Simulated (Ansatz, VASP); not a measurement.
# One calculation of CdAg, two programs

```
Cd Ag
1.0
     3.13365    0.00000    0.00000
     0.00000    3.13365    0.00000
     0.00000    0.00000    3.76038
Cd Ag
1 1
Cartesian
  1.5668 1.5668 1.8802
  0.0000 0.0000 0.0000
```

Alike in both runs: task single point; functional LDA; k mesh 16 × 16 × 16; occupations gaussian, width 0.15 eV; no spin polarisation.

|  | VASP | Ansatz |
| --- | --- | --- |
| version | VASP 6.6.1 | Ansatz 0.2.0 |
| potentials or method | VASP PAW LDA potentials, release 64 (Cd, Ag), cutoff 520 eV | scalar-relativistic, plane waves, PAW |
| valence electrons in the cell | 23 | 39 |

|  | VASP | Ansatz | Ansatz less VASP |
| --- | --- | --- | --- |
| gap on the k mesh at the Fermi level (eV) | none | none | - |
| pressure (GPa) | -5.2 | -5.8 | -0.60 |

LDA's correlation is that of Perdew and Zunger in VASP and of Perdew and Wang (1992) in Ansatz. A gap of «none» marks a metal or a gap that the smearing closes. VASP's potentials hold 23 valence electrons a cell and Ansatz's 39, so a difference there can come from the potentials and not from the codes.
